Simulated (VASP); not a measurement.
# W12CO in VASP: single point with PBE+D3(BJ)

Aim: the single point of W12CO with PBE+D3(BJ).

Everything below comes from runs of VASP 6.6.1. Logs are shortened: lines on timing, memory, paths and dates and some standing lists are left out, and cuts for length are marked.

### Step 1. The cell of the first run

The cell holds a slab with vacuum, 14 atoms: a = 5.472 Å, b = 5.472 Å, c = 23.413 Å, α = 90.00°, β = 90.00°, γ = 109.47°.

### Step 2. Single point, PBE+D3(BJ)

Contents of INCAR:

```
SYSTEM = W12CO
PREC = Accurate
ENCUT = 520
EDIFF = 1E-6
ISMEAR = 0
SIGMA = 0.1
LREAL = .False.
LASPH = .True.
NELM = 60
ALGO = Normal
ISIF = 2
LWAVE = .False.
LCHARG = .False.
LDIPOL = .True.
IDIPOL = 3
DIPOL = 0.5 0.5 0.303
GGA = PE
IVDW = 12
NBANDS = 102
```

Contents of KPOINTS:

```
Automatic mesh
0
Gamma
  5 5 1
  0 0 0
```

Contents of POSCAR:

```
W12CO
1.0
    5.4724694858      0.0000000000      0.0000000000
   -1.8241564953      5.1594937110      0.0000000000
    0.0000000000      0.0000000000     23.4132206217
W O C
12 1 1
Direct
    0.2500000000      0.2500000000      0.1708436470
    0.2500000000      0.7500000000      0.1708436470
    0.7500000000      0.2500000000      0.1708436470
    0.7500000000      0.7500000000      0.1708436470
    0.0000000000      0.0000000000      0.2640140555
    0.0000000000      0.5000000000      0.2640140555
    0.5000000000      0.0000000000      0.2640140555
    0.5000000000      0.5000000000      0.2640140555
    0.2500000000      0.2500000000      0.3572007780
    0.2500000000      0.7500000000      0.3572007780
    0.7500000000      0.2500000000      0.3572007780
    0.7500000000      0.7500000000      0.3572007780
    0.3333333333      0.3333333333      0.5109600603
    0.3333333333      0.3333333333      0.5600776089
```

Potentials or basis: VASP PAW PBE potentials, release 64 (W_sv, O, C).

Started as:

```console
cat potpaw_PBE.64/W_sv/POTCAR potpaw_PBE.64/O/POTCAR potpaw_PBE.64/C/POTCAR > POTCAR
mpirun -np 1 vasp_std > vasp.out
```

OUTCAR:

```text
SYSTEM = W12CO
   PREC = Accurate
   ENCUT = 520
   EDIFF = 1E-6
   ISMEAR = 0
   LREAL = .False.
   LASPH = .True.
   NELM = 60
   ISIF = 2
   GGA = PE
   IVDW = 12
 IVDW          = 12

 ion  position               nearest neighbor table
   1  0.250  0.250  0.171-   5 2.69   8 2.69   3 2.74   3 2.74   2 2.74   2 2.74   7 3.12   6 3.12
                             4 3.16   4 3.16
   2  0.250  0.750  0.171-   6 2.69   7 2.69   4 2.74   4 2.74   1 2.74   1 2.74   5 3.12   8 3.12
                             3 3.16   3 3.16
   3  0.750  0.250  0.171-   6 2.69   7 2.69   1 2.74   1 2.74   4 2.74   4 2.74   5 3.12   8 3.12
                             2 3.16   2 3.16
   4  0.750  0.750  0.171-   5 2.69   8 2.69   2 2.74   2 2.74   3 2.74   3 2.74   7 3.12   6 3.12
                             1 3.16   1 3.16
   5  0.000  0.000  0.264-   1 2.69   4 2.69   9 2.69  12 2.69   7 2.74   7 2.74   6 2.74   6 2.74
                             3 3.12   2 3.12  11 3.12  10 3.12   8 3.16   8 3.16
   6  0.000  0.500  0.264-   2 2.69   3 2.69  10 2.69  11 2.69   8 2.74   8 2.74   5 2.74   5 2.74
                             1 3.12   4 3.12   9 3.12  12 3.12   7 3.16   7 3.16
   7  0.500  0.000  0.264-   2 2.69   3 2.69  10 2.69  11 2.69   5 2.74   5 2.74   8 2.74   8 2.74
                             1 3.12   4 3.12   9 3.12  12 3.12   6 3.16   6 3.16
   8  0.500  0.500  0.264-   1 2.69   4 2.69   9 2.69  12 2.69   6 2.74   6 2.74   7 2.74   7 2.74
                             3 3.12   2 3.12  11 3.12  10 3.12   5 3.16   5 3.16
   9  0.250  0.250  0.357-   5 2.69   8 2.69  11 2.74  11 2.74  10 2.74  10 2.74   7 3.12   6 3.12
                            12 3.16  12 3.16
  10  0.250  0.750  0.357-   6 2.69   7 2.69  12 2.74  12 2.74   9 2.74   9 2.74   5 3.12   8 3.12
                            11 3.16  11 3.16
  11  0.750  0.250  0.357-   6 2.69   7 2.69   9 2.74   9 2.74  12 2.74  12 2.74   5 3.12   8 3.12
                            10 3.16  10 3.16
  12  0.750  0.750  0.357-   5 2.69   8 2.69  10 2.74  10 2.74  11 2.74  11 2.74   7 3.12   6 3.12
                             9 3.16   9 3.16
  13  0.333  0.333  0.511-  14 1.15
  14  0.333  0.333  0.560-  13 1.15

  LATTYP: Found a base centered orthorhombic cell.
 ALAT       =     6.3190634615
 B/A-ratio  =     1.4142135624
 C/A-ratio  =     3.7051725725

  Lattice vectors:

 A1 = (   5.4724694858,   0.0000000000,   0.0000000000)
 A2 = (  -1.8241564953,   5.1594937110,   0.0000000000)
 A3 = (   0.0000000000,   0.0000000000,  23.4132206217)

Analysis of symmetry for initial positions (statically):
=====================================================================
 Subroutine PRICEL returns:
 Original cell was already a primitive cell.

 Routine SETGRP: Setting up the symmetry group for a
 base centered orthorhombic supercell.

 Subroutine GETGRP returns: Found  2 space group operations
 (whereof  2 operations were pure point group operations)
 out of a pool of  8 trial point group operations.

The static configuration has the point symmetry C_1h.

Analysis of symmetry for dynamics (positions and initial velocities):
=====================================================================
 Subroutine PRICEL returns:
 Original cell was already a primitive cell.

 Routine SETGRP: Setting up the symmetry group for a
 base centered orthorhombic supercell.

 Subroutine GETGRP returns: Found  2 space group operations
 (whereof  2 operations were pure point group operations)
 out of a pool of  8 trial point group operations.

The dynamic configuration has the point symmetry C_1h.

 Subroutine INISYM returns: Found  2 space group operations
 (whereof  2 operations are pure point group operations),
 and found     1 'primitive' translations

----------------------------------------------------------------------------------------

                                     Primitive cell

  volume of cell :     661.0763

  direct lattice vectors                    reciprocal lattice vectors
     5.472469486  0.000000000  0.000000000     0.182732860  0.064605822  0.000000000
    -1.824156495  5.159493711  0.000000000     0.000000000  0.193817467  0.000000000
     0.000000000  0.000000000 23.413220622     0.000000000  0.000000000  0.042710912

  length of vectors
     5.472469486  5.472469486 23.413220622     0.193817467  0.193817467  0.042710912

  position of ions in fractional coordinates (direct lattice)
     0.250000000  0.250000000  0.170843647
     0.250000000  0.750000000  0.170843647
[... 59 lines left out ...]
  0.200000 -0.000000  0.000000      4.000000
  0.400000 -0.000000  0.000000      4.000000
  0.200000  0.200000  0.000000      2.000000
  0.400000  0.200000  0.000000      4.000000
 -0.400000  0.200000  0.000000      4.000000
 -0.200000  0.200000  0.000000      2.000000
  0.400000  0.400000  0.000000      2.000000
 -0.400000  0.400000  0.000000      2.000000
   k-points           NKPTS =      9   k-points in BZ     NKDIM =      9   number of bands    NBANDS=    102
   number of dos      NEDOS =    301   number of ions     NIONS =     14
   total plane-waves  NPLWV = 317520
   dimension x,y,z NGX =    42 NGY =   42 NGZ =  180
   dimension x,y,z NGXF=    84 NGYF=   84 NGZF=  360
   ions per type =              12   1   1
   NGX,Y,Z   is equivalent  to a cutoff of  12.76, 12.76, 12.78 a.u.
   NGXF,Y,Z  is equivalent  to a cutoff of  25.52, 25.52, 25.56 a.u.
 SYSTEM =  W12CO
   PREC   = accura    normal or accurate (medium, high low for compatibility)
   ISTART =      0    job   : 0-new  1-cont  2-samecut
   ICHARG =      2    charge: 1-file 2-atom 10-const
   ISPIN  =      1    spin polarized calculation?
   LNONCOLLINEAR =      F non collinear calculations
   LSORBIT =      F    spin-orbit coupling
   LASPH  =      T    aspherical Exc in radial PAW
   ENCUT  =  520.0 eV  38.22 Ry    6.18 a.u.  10.18 10.18 43.53*2*pi/ulx,y,z
   NELM   =     60;   NELMIN=  2; NELMDL= -5     # of ELM steps
   EDIFF  = 0.1E-05   stopping-criterion for ELM
   LREAL  =      F    real-space projection
   EDIFFG = 0.1E-04   stopping-criterion for IOM
   NSW    =      0    number of steps for IOM
   IBRION =     -1    ionic relax: 0-MD 1-quasi-New 2-CG
   NFREE  =      0    steps in history (QN), initial steepest desc. (CG)
   ISIF   =      2    stress and relaxation
   ISYM   =      2    0-nonsym 1-usesym 2-fastsym
   POTIM  = 0.5000    time-step for ionic-motion
   TEBEG  =    0.0;   TEEND  =   0.0 temperature during run
   PSTRESS=    0.0 pullay stress
   NELECT =     178.0000    total number of electrons
   NUPDOWN=      -1.0000    fix difference up-down
   EMIN   =  10.00;   EMAX   =-10.00  energy-range for DOS
   EFERMI =   0.00;   METHOD = LEGACY
   ISMEAR =     0;   SIGMA  =   0.10  broadening in eV -4-tet -1-fermi 0-gaus
   EFERMI_NEDOS =   21; number of points for ismear=-14 and -15
   IALGO  =     38    algorithm
   IMIX   =      4    mixing-type and parameters
     AMIX     =   0.40;   BMIX     =  1.00
     AMIX_MAG =   1.60;   BMIX_MAG =  1.00
  volume/ion in A,a.u.               =      47.22       318.65
  Fermi-wavevector in a.u.,A,eV,Ry     =   1.057136  1.997698 15.205015  1.117537
  Thomas-Fermi vector in A             =   2.192398
   LORBIT       =      0    0 simple, 1 ext, 2 COOP (PROOUT), +10 PAW based schemes
   GGA     = PE    functional components
   LHFCALC =     F    Hartree Fock is set to
   AEXX    =    0.0000 exact exchange contribution
   IVDW    =    12    specifies the selected vdW correction
   LEPSILON=     F    determine dielectric tensor
   LRPA    =     F    only Hartree local field effects (RPA)
 non-spin polarized calculation
 Gauss-broadening in eV      SIGMA  =   0.10
  energy-cutoff  :      520.00
  volume of cell :      661.08
 maximum number of plane-waves:     17825
 NGX is ok and might be reduce to    42
   NGX = 21   NGY = 21   NGZ = 87

 dipolmoment           0.000000      0.000000     -0.001173 electrons x Angstroem

 number of electron     178.0000038 magnetization

 dipolmoment           0.000000      0.000000      0.005921 electrons x Angstroem

 Free energy of the ion-electron system (eV)
  ---------------------------------------------------
  ext. energy  EPLUGINS =         0.00000000
  ---------------------------------------------------
  free energy    TOTEN  =      -158.35683679 eV

  energy without entropy =     -158.28757767  energy(sigma->0) =     -158.32220723

 E-fermi :   0.1634     XC(G=0):  -5.3347

 val. band max:        0.1377511789   @ k =   0.0000   0.0000   0.0000
 cond. band min:       0.1752442432   @ k =  -0.4000   0.2000   0.0000
 fundamental gap:      0.0374930643
 Fermi energy:         0.1633625263

 k-point     1 :       0.0000    0.0000    0.0000
  band No.  band energies     occupation
      1     -73.9788      2.00000
      2     -73.8937      2.00000
      3     -73.8926      2.00000
      4     -73.8512      2.00000
      5     -73.7647      2.00000
      6     -73.7484      2.00000
[... 925 lines left out ...]
    100       1.3600      0.00000
    101       1.4839      0.00000
 [bands above 101 left out]

------------------------ aborting loop because EDIFF is reached ----------------------------------------

 vacuum level on the upper side and lower side of the slab       (xc-potential included)         0.012        -0.025

 Edisp (eV)   -5.42482

 E8    (eV) :    -2.8770

  FORCE on cell =-STRESS in cart. coord.  units (eV):
  Direction    XX          YY          ZZ          XY          YZ          ZX
  --------------------------------------------------------------------------------------
  -------------------------------------------------------------------------------------
  Total     -11.40272   -14.39586    -0.80037    -4.23294    -0.03379    -0.02389
  in kB     -27.63550   -34.88964    -1.93977   -10.25891    -0.08190    -0.05791
  external pressure =      -21.49 kB  Pullay stress =        0.00 kB

 VOLUME and BASIS-vectors are now :
 -----------------------------------------------------------------------------
  energy-cutoff  :      520.00
  volume of cell :      661.08
      direct lattice vectors                 reciprocal lattice vectors
     5.472469486  0.000000000  0.000000000     0.182732860  0.064605822  0.000000000
    -1.824156495  5.159493711  0.000000000     0.000000000  0.193817467  0.000000000
     0.000000000  0.000000000 23.413220622     0.000000000  0.000000000  0.042710912

 POSITION                                       TOTAL-FORCE (eV/Angst)
 -----------------------------------------------------------------------------------
      0.91208      1.28987      4.00000         0.002407      0.003403     -0.024521
     -0.00000      3.86962      4.00000        -0.000020     -0.001788     -0.026785
      3.64831      1.28987      4.00000        -0.001679     -0.000615     -0.026785
      2.73623      3.86962      4.00000        -0.000889     -0.001257     -0.020993
      0.00000      0.00000      6.18142        -0.002994     -0.004234      0.023078
     -0.91208      2.57975      6.18142         0.002275      0.000730      0.009655
      2.73623      0.00000      6.18142        -0.000071      0.002388      0.009655
      1.82416      2.57975      6.18142        -0.000314     -0.000444      0.003860
      0.91208      1.28987      8.36322         0.007902      0.011175      0.071579
     -0.00000      3.86962      8.36322         0.002037      0.001342     -0.006448
      3.64831      1.28987      8.36322         0.000586      0.002368     -0.006448
      2.73623      3.86962      8.36322        -0.000842     -0.001191      0.013889
      1.21610      1.71983     11.96322        -0.010997     -0.015552      0.699205
      1.21610      1.71983     13.11322         0.002599      0.003675     -0.718941
 -----------------------------------------------------------------------------------
    total drift:                                0.000013      0.000018      0.000708

  FREE ENERGIE OF THE ION-ELECTRON SYSTEM (eV)
  ---------------------------------------------------
  free  energy   TOTEN  =      -163.7816519652 eV

  energy  without entropy=     -163.7123928462  energy(sigma->0) =     -163.74702241

 vacuum level on the upper side and lower side of the slab         5.049         5.012
```

It took 45 min on 1 thread of Intel Xeon 8259CL, shared host; peak memory 0.89 GiB.

Results:

| Property | Result |
| --- | --- |
| Free energy | -163.7817 eV |
| Largest force | 0.719 eV/Å |
| Band gap on the k mesh | zero (bands 89 and 90 overlap by 1.20 eV) |
| Dispersion energy per atom | -0.387 eV |

Forces in eV/Å, atoms in the order of the input:
```
W    0.002  0.003 -0.025
W    0.000 -0.002 -0.027
W   -0.002 -0.001 -0.027
W   -0.001 -0.001 -0.021
W   -0.003 -0.004  0.023
W    0.002  0.001  0.010
W    0.000  0.002  0.010
W    0.000  0.000  0.004
W    0.008  0.011  0.072
W    0.002  0.001 -0.006
W    0.001  0.002 -0.006
W   -0.001 -0.001  0.014
O   -0.011 -0.016  0.699
C    0.003  0.004 -0.719
```

Caveat: spin-orbit coupling is left out, which moves the levels of the heavy elements.

The gap in the log of VASP goes by the Fermi energy; the results here count the filled bands.